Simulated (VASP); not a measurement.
Ir: single point with LDA

The system is Ir.

```
Ir
1.0
     2.57900    0.00000    0.00000
    -1.28950    2.23348    0.00000
     0.00000    0.00000    4.24000
Ir
2
Cartesian
  1.2895 0.7445 3.1800
  0.0000 1.4890 1.0600
```

This isn't the form of Ir at room conditions, which is fcc.

* Program: VASP 6.6.1
* Task: single point
* Functional: LDA
* Potentials or basis: VASP PAW LDA potentials, release 64 (Ir)
* Cutoff: 500 eV
* k mesh: 18 × 18 × 10
* Occupations: gaussian, width 0.15 eV
* Spin: no spin polarisation

The pressure is 76.5 GPa and the band gap on the k mesh is zero (bands 9 and 10 overlap by 4.38 eV).

Stress tensor (GPa, compression positive):
```
79.16  0.00  0.00
 0.00 79.16  0.00
 0.00  0.00 71.03
```

Levels at points of the mesh, in eV from the Fermi level:
| k point | band 7 | band 8 | band 9 | band 10 | band 11 | band 12 |
| --- | --- | --- | --- | --- | --- | --- |
| (0.00, 0.00, 0.00) | -4.06 | -2.86 | -2.86 | -1.28 | 0.36 | 0.36 |
| (0.50, 0.00, 0.00) | -3.82 | 1.09 | 1.24 | 1.60 | 3.70 | 5.37 |
| (0.00, 0.00, 0.50) | -4.97 | -4.97 | -0.56 | -0.56 | -0.56 | -0.56 |
| (0.50, 0.00, 0.50) | -1.25 | -1.25 | 1.38 | 1.38 | 2.41 | 2.41 |

Wall time 110 s on 1 thread of AMD EPYC 7R13, with other jobs on the host, peak memory 0.15 GiB.

Caveat: the cell stands under pressure; spin-orbit coupling is left out, which moves the levels of the heavy elements.
